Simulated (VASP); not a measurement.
# NaCl (Fm-3m) in VASP: single point with HSE06

Aim: the single point of NaCl with HSE06.

All numbers are computed with VASP 6.6.1; they aren't measurements. Logs are shortened: lines on timing, memory, paths and dates and some standing lists are left out, and cuts for length are marked.

### Step 1. The cell of the first run

Symmetry: Fm-3m, No. 225, cubic system. Conventional cell: a = 5.605 Å, b = 5.605 Å, c = 5.605 Å, α = 90.00°, β = 90.00°, γ = 90.00°. Within 3.7 Å of Na (site symmetry m-3m) lie 6 Cl at 2.80 Å. Within 3.7 Å of Cl (site symmetry m-3m) lie 6 Na at 2.80 Å.

### Step 2. Single point, HSE06

Input file POSCAR:

```
NaCl
1.0
    0.0000000000      2.8026988093      2.8026988093
    2.8026988093      0.0000000000      2.8026988093
    2.8026988093      2.8026988093      0.0000000000
Na Cl
1 1
Direct
    0.0000000000      0.0000000000      0.0000000000
    0.5000000000      0.5000000000      0.5000000000
```

Input file INCAR.step1:

```
PREC     = Accurate       # precision mode
ENCUT    = 520            # plane-wave cutoff, eV
EDIFF    = 1E-5           # SCF threshold, eV
ISMEAR   = 0              # smearing method
SIGMA    = 0.01           # smearing width, eV
LREAL    = False          # projectors in reciprocal space
LASPH    = True           # aspherical terms in the spheres
NELM     = 60             # most SCF steps
ALGO     = Normal         # electronic algorithm
ISIF     = 2              # what is computed and relaxed
LWAVE    = True           # write WAVECAR
LCHARG   = False          # write CHGCAR
GGA      = PE             # functional
NBANDS   = 14             # bands
```

Input file INCAR.step2:

```
PREC     = Accurate       # precision mode
ENCUT    = 520            # plane-wave cutoff, eV
EDIFF    = 1E-6           # SCF threshold, eV
ISMEAR   = 0              # smearing method
SIGMA    = 0.01           # smearing width, eV
LREAL    = False          # projectors in reciprocal space
LASPH    = True           # aspherical terms in the spheres
NELM     = 60             # most SCF steps
ALGO     = Normal         # electronic algorithm
ISIF     = 2              # what is computed and relaxed
LWAVE    = False          # write WAVECAR
LCHARG   = False          # write CHGCAR
GGA      = PE             # functional
LHFCALC  = True           # exact exchange
HFSCREEN = 0.2079         # screening, 1/A
PRECFOCK = Normal       
ISTART   = 1            
NBANDS   = 14             # bands
```

Input file KPOINTS:

```
Automatic mesh
0
Gamma
  6 6 6
```

Potentials or basis: VASP PAW PBE potentials, release 64 (Na_pv, Cl).

Launch:

```bash
$ cat potpaw_PBE.64/Na_pv/POTCAR potpaw_PBE.64/Cl/POTCAR > POTCAR
$ cp INCAR.step1 INCAR
$ mpirun -np 1 vasp_std > vasp.out
$ cp INCAR.step2 INCAR
$ mpirun -np 1 vasp_std > vasp.out
```

OUTCAR:

```text
PREC = Accurate
   ENCUT = 520
   EDIFF = 1E-6
   ISMEAR = 0
   LREAL = False
   LASPH = True
   NELM = 60
   ISIF = 2
   GGA = PE
   LHFCALC = True
   HFSCREEN = 0.2079
   PRECFOCK = Normal
   ISTART = 1

 ion  position               nearest neighbor table
   1  0.000  0.000  0.000-
   2  0.500  0.500  0.500-

  LATTYP: Found a face centered cubic cell.
 ALAT       =     5.6053976186

  Lattice vectors:

 A1 = (   0.0000000000,   2.8026988093,   2.8026988093)
 A2 = (   2.8026988093,   0.0000000000,   2.8026988093)
 A3 = (   2.8026988093,   2.8026988093,   0.0000000000)

Analysis of symmetry for initial positions (statically):
=====================================================================
 Subroutine PRICEL returns:
 Original cell was already a primitive cell.

 Routine SETGRP: Setting up the symmetry group for a
 face centered cubic supercell.

 Subroutine GETGRP returns: Found 48 space group operations
 (whereof 48 operations were pure point group operations)
 out of a pool of 48 trial point group operations.

The static configuration has the point symmetry O_h .

Analysis of symmetry for dynamics (positions and initial velocities):
=====================================================================
 Subroutine PRICEL returns:
 Original cell was already a primitive cell.

 Routine SETGRP: Setting up the symmetry group for a
 face centered cubic supercell.

 Subroutine GETGRP returns: Found 48 space group operations
 (whereof 48 operations were pure point group operations)
 out of a pool of 48 trial point group operations.

The dynamic configuration has the point symmetry O_h .

 Subroutine INISYM returns: Found 48 space group operations
 (whereof 48 operations are pure point group operations),
 and found     1 'primitive' translations

----------------------------------------------------------------------------------------

                                     Primitive cell

  volume of cell :      44.0311

  direct lattice vectors                    reciprocal lattice vectors
     0.000000000  2.802698809  2.802698809    -0.178399476  0.178399476  0.178399476
     2.802698809  0.000000000  2.802698809     0.178399476 -0.178399476  0.178399476
     2.802698809  2.802698809  0.000000000     0.178399476  0.178399476 -0.178399476

  length of vectors
     3.963614667  3.963614667  3.963614667     0.308996957  0.308996957  0.308996957

  position of ions in fractional coordinates (direct lattice)
     0.000000000  0.000000000  0.000000000
     0.500000000  0.500000000  0.500000000

  ion indices of the primitive-cell ions
   primitive index   ion index
                 1           1
                 2           2

----------------------------------------------------------------------------------------

 KPOINTS: Automatic mesh

Automatic generation of k-mesh.
 Grid dimensions read from file:
 generate k-points for:    6    6    6

 Generating k-lattice:

  Cartesian coordinates                     Fractional coordinates (reciprocal lattice)
    -0.029733246  0.029733246  0.029733246     0.166666667  0.000000000  0.000000000
     0.029733246 -0.029733246  0.029733246     0.000000000  0.166666667  0.000000000
     0.029733246  0.029733246 -0.029733246     0.000000000  0.000000000  0.166666667

  Length of vectors
     0.051499493  0.051499493  0.051499493

  Shift w.r.t. Gamma in fractional coordinates (k-lattice)
     0.000000000  0.000000000  0.000000000

 Subroutine IBZKPT returns following result:
 ===========================================

 Found     16 irreducible k-points:

 Following reciprocal coordinates:
            Coordinates               Weight
  0.000000  0.000000  0.000000      1.000000
  0.166667  0.000000  0.000000      8.000000
  0.333333  0.000000  0.000000      8.000000
  0.500000  0.000000  0.000000      4.000000
  0.166667  0.166667  0.000000      6.000000
  0.333333  0.166667  0.000000     24.000000
[... 8 lines left out ...]
 -0.333333  0.333333  0.166667     24.000000
 -0.333333  0.500000  0.166667     12.000000
   k-points           NKPTS =     16   k-points in BZ     NKDIM =    216   number of bands    NBANDS=     14
   number of dos      NEDOS =    301   number of ions     NIONS =      2
   total plane-waves  NPLWV =  27000
   dimension x,y,z NGX =    30 NGY =   30 NGZ =   30
   dimension x,y,z NGXF=    60 NGYF=   60 NGZF=   60
   ions per type =               1   1
   NGX,Y,Z   is equivalent  to a cutoff of  12.58, 12.58, 12.58 a.u.
   NGXF,Y,Z  is equivalent  to a cutoff of  25.17, 25.17, 25.17 a.u.
 SYSTEM =  unknown system
   PREC   = accura    normal or accurate (medium, high low for compatibility)
   ISTART =      1    job   : 0-new  1-cont  2-samecut
   ICHARG =      0    charge: 1-file 2-atom 10-const
   ISPIN  =      1    spin polarized calculation?
   LNONCOLLINEAR =      F non collinear calculations
   LSORBIT =      F    spin-orbit coupling
   LASPH  =      T    aspherical Exc in radial PAW
   ENCUT  =  520.0 eV  38.22 Ry    6.18 a.u.   7.37  7.37  7.37*2*pi/ulx,y,z
   NELM   =     60;   NELMIN=  2; NELMDL=  0     # of ELM steps
   EDIFF  = 0.1E-05   stopping-criterion for ELM
   LREAL  =      F    real-space projection
   EDIFFG = 0.1E-04   stopping-criterion for IOM
   NSW    =      0    number of steps for IOM
   IBRION =     -1    ionic relax: 0-MD 1-quasi-New 2-CG
   NFREE  =      0    steps in history (QN), initial steepest desc. (CG)
   ISIF   =      2    stress and relaxation
   ISYM   =      3    0-nonsym 1-usesym 2-fastsym
   POTIM  = 0.5000    time-step for ionic-motion
   TEBEG  =    0.0;   TEEND  =   0.0 temperature during run
   PSTRESS=    0.0 pullay stress
   NELECT =      14.0000    total number of electrons
   NUPDOWN=      -1.0000    fix difference up-down
   EMIN   =  10.00;   EMAX   =-10.00  energy-range for DOS
   EFERMI =   0.00;   METHOD = LEGACY
   ISMEAR =     0;   SIGMA  =   0.01  broadening in eV -4-tet -1-fermi 0-gaus
   EFERMI_NEDOS =   21; number of points for ismear=-14 and -15
   IALGO  =     38    algorithm
   IMIX   =      1    mixing-type and parameters
     AMIX     =   0.40;   BMIX     =  1.00
     AMIX_MAG =   1.60;   BMIX_MAG =  1.00
  volume/ion in A,a.u.               =      22.02       148.57
  Fermi-wavevector in a.u.,A,eV,Ry     =   1.117372  2.111527 16.987146  1.248520
  Thomas-Fermi vector in A             =   2.253994
   LORBIT       =      0    0 simple, 1 ext, 2 COOP (PROOUT), +10 PAW based schemes
   GGA     = PE    functional components
   LHFCALC =     T    Hartree Fock is set to
   PRECFOCK=normal    Normal, Fast or Accurate (Low or Medium for compatibility)
   ENCUT4O =  -1.0   cutoff for four orbital integrals eV
   NKREDX  =     1    reduce k-point grid by
   NKREDY  =     1    reduce k-point grid by
   NKREDZ  =     1    reduce k-point grid by
   AEXX    =    0.2500 exact exchange contribution
   HFSCREEN=    0.2079 screening length (either q_TF or 0.3 A-1)
   HFSCREENC=   0.2079 screening length for correlation (either q_TF or 0.3 A-1)
   ENCUTFOCK=  -1.0 apply spherical cutoff to Coloumb kernel
   IVDW    =     0    specifies the selected vdW correction
   LEPSILON=     F    determine dielectric tensor
   LRPA    =     F    only Hartree local field effects (RPA)
 non-spin polarized calculation
 Gauss-broadening in eV      SIGMA  =   0.01
  energy-cutoff  :      520.00
  volume of cell :       44.03
 maximum number of plane-waves:      1243
 NGX is ok and might be reduce to    30
  NGX = 24; NGY = 24; NGZ = 24

 number of electron      14.0000003 magnetization

 Free energy of the ion-electron system (eV)
  ---------------------------------------------------
  ext. energy  EPLUGINS =         0.00000000
  ---------------------------------------------------
  free energy    TOTEN  =        -7.87556421 eV

  energy without entropy =       -7.87556421  energy(sigma->0) =       -7.87556421

 E-fermi :  -1.5559     XC(G=0):  -6.8610

 val. band max:       -1.6181793700   @ k =   0.0000   0.0000   0.0000
 cond. band min:       4.9321384094   @ k =   0.0000   0.0000   0.0000
 fundamental gap:      6.5503177794
 Fermi energy:        -1.5559419179

 k-point     1 :       0.0000    0.0000    0.0000
  band No.  band energies     occupation
      1     -24.4645      2.00000
      2     -24.4645      2.00000
      3     -24.4645      2.00000
      4     -15.5137      2.00000
      5      -1.6182      2.00000
      6      -1.6182      2.00000
      7      -1.6182      2.00000
      8       4.9321      0.00000
      9      11.0226      0.00000
     10      11.0226      0.00000
     11      11.0226      0.00000
     12      13.3739      0.00000
     13      13.3739      0.00000
     14      14.7274      0.00000

 k-point     2 :       0.1667    0.0000    0.0000
  band No.  band energies     occupation
      1     -24.4720      2.00000
      2     -24.4649      2.00000
      3     -24.4649      2.00000
      4     -15.4222      2.00000
      5      -2.2548      2.00000
      6      -1.6951      2.00000
      7      -1.6951      2.00000
      8       5.7705      0.00000
      9      10.1893      0.00000
     10      11.3314      0.00000
     11      11.3314      0.00000
     12      13.0324      0.00000
     13      13.0324      0.00000
     14      16.0201      0.00000

 k-point     3 :       0.3333    0.0000    0.0000
  band No.  band energies     occupation
      1     -24.4870      2.00000
      2     -24.4657      2.00000
      3     -24.4657      2.00000
      4     -15.2307      2.00000
      5      -3.2785      2.00000
      6      -1.8422      2.00000
      7      -1.8422      2.00000
      8       6.8758      0.00000
      9      10.0711      0.00000
     10      11.1667      0.00000
     11      11.1667      0.00000
     12      14.1608      0.00000
     13      14.1608      0.00000
     14      15.3680      0.00000
[... 188 lines left out ...]
 k-point    15 :      -0.3333    0.3333    0.1667
  band No.  band energies     occupation
      1     -24.4847      2.00000
      2     -24.4756      2.00000
      3     -24.4704      2.00000
      4     -15.0735      2.00000
      5      -3.2271      2.00000
      6      -2.6992      2.00000
      7      -2.2043      2.00000
      8       8.7677      0.00000
      9       9.1323      0.00000
     10       9.8962      0.00000
     11      11.9277      0.00000
     12      14.3605      0.00000
     13      15.8839      0.00000
     14      16.9891      0.00000

 k-point    16 :      -0.3333    0.5000    0.1667
  band No.  band energies     occupation
      1     -24.4817      2.00000
      2     -24.4757      2.00000
      3     -24.4741      2.00000
      4     -15.0588      2.00000
      5      -3.2001      2.00000
      6      -2.6229      2.00000
      7      -2.4008      2.00000
      8       8.3290      0.00000
      9       8.6780      0.00000
     10      10.4838      0.00000
     11      12.1668      0.00000
     12      15.4480      0.00000
     13      16.5637      0.00000
     14      16.6011      0.00000

------------------------ aborting loop because EDIFF is reached ----------------------------------------

  FORCE on cell =-STRESS in cart. coord.  units (eV):
  Direction    XX          YY          ZZ          XY          YZ          ZX
  --------------------------------------------------------------------------------------
  -------------------------------------------------------------------------------------
  Total        0.1920241      0.1920241      0.1920241      0.0000000      0.0000000      0.0000000
  in kB        6.9872618      6.9872618      6.9872618      0.0000000      0.0000000      0.0000000
  external PRESSURE =       6.9872618 kB  Pullay stress =       0.0000000 kB

 VOLUME and BASIS-vectors are now :
 -----------------------------------------------------------------------------
  energy-cutoff  :      520.00
  volume of cell :       44.03
      direct lattice vectors                 reciprocal lattice vectors
     0.000000000  2.802698809  2.802698809    -0.178399476  0.178399476  0.178399476
     2.802698809  0.000000000  2.802698809     0.178399476 -0.178399476  0.178399476
     2.802698809  2.802698809  0.000000000     0.178399476  0.178399476 -0.178399476

 POSITION                                       TOTAL-FORCE (eV/Angst)
 -----------------------------------------------------------------------------------
      0.00000      0.00000      0.00000        -0.000000     -0.000000     -0.000000
      2.80270      2.80270      2.80270         0.000000      0.000000      0.000000
 -----------------------------------------------------------------------------------
    total drift:                                0.000002      0.000002      0.000002

  FREE ENERGIE OF THE ION-ELECTRON SYSTEM (eV)
  ---------------------------------------------------
  free  energy   TOTEN  =        -7.8755642090 eV

  energy  without entropy=       -7.8755642090  energy(sigma->0) =       -7.87556421
```

It took 30 min on 1 thread of Intel Xeon 8259CL, shared host; peak memory 0.28 GiB.

Results:

* Free energy: -7.8756 eV
* Pressure: 0.7 GPa
* Band gap on the k mesh: 6.55 eV

Levels at points of the mesh, in eV from the valence-band top:
```tsv
k point	band 3	band 4	band 5	band 6	band 7	band 8	band 9	band 10	band 11	band 12
(0.00, 0.00, 0.00)	-22.85	-13.90	0.00	0.00	0.00	6.55	12.64	12.64	12.64	14.99
(0.50, 0.00, 0.00)	-22.85	-13.51	-2.10	-0.29	-0.29	8.66	12.40	12.55	12.55	16.69
(0.50, 0.50, 0.00)	-22.85	-13.45	-1.83	-0.66	-0.66	9.05	9.40	13.03	16.65	16.65
```

Caveat: the PAW data sets were made with another functional, which shifts forces and pressure a little.
